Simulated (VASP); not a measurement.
Here is a VASP 6.6.1 calculation.

The input INCAR:

```
PREC     = Accurate       # precision mode
ENCUT    = 520            # plane-wave cutoff, eV
EDIFF    = 1E-6           # SCF threshold, eV
ISMEAR   = 0              # smearing method
SIGMA    = 0.15           # smearing width, eV
LREAL    = F              # projectors in reciprocal space
LASPH    = T              # aspherical terms in the spheres
NELM     = 80             # most SCF steps
ALGO     = Normal         # electronic algorithm
ISIF     = 2              # what is computed and relaxed
LWAVE    = F              # write WAVECAR
LCHARG   = F              # write CHGCAR
GGA      = PS             # functional
NBANDS   = 9              # bands
```

Contents of KPOINTS:

```
regular mesh
0
Gamma
  15 15 15
```

File POSCAR:

```
Te
1.0
    2.3104229635      1.3339233199      1.7759451179
   -2.3104229635      1.3339233199      1.7759451179
    0.0000000000     -2.6678466398      1.7759451180
Te
1
Direct
    0.5000000000      0.5000000000      0.5000000000
```

Potentials or basis: VASP PAW PBE potentials, release 64 (Te).

Command:

```bash
$ cat potpaw_PBE.64/Te/POTCAR > POTCAR
$ mpirun -np 1 vasp_std > vasp.out
```

(1) Predict the pressure.

(2) Estimate the band gap on the k mesh.

Results:

(1) -2.8 GPa.

(2) zero (band 3 reaches 8.64 eV, above the bottom of band 4 at 3.66 eV).

Caveat: the PAW data sets were made with another functional, which shifts forces and pressure a little; spin-orbit coupling is left out, which moves the levels of the heavy elements.
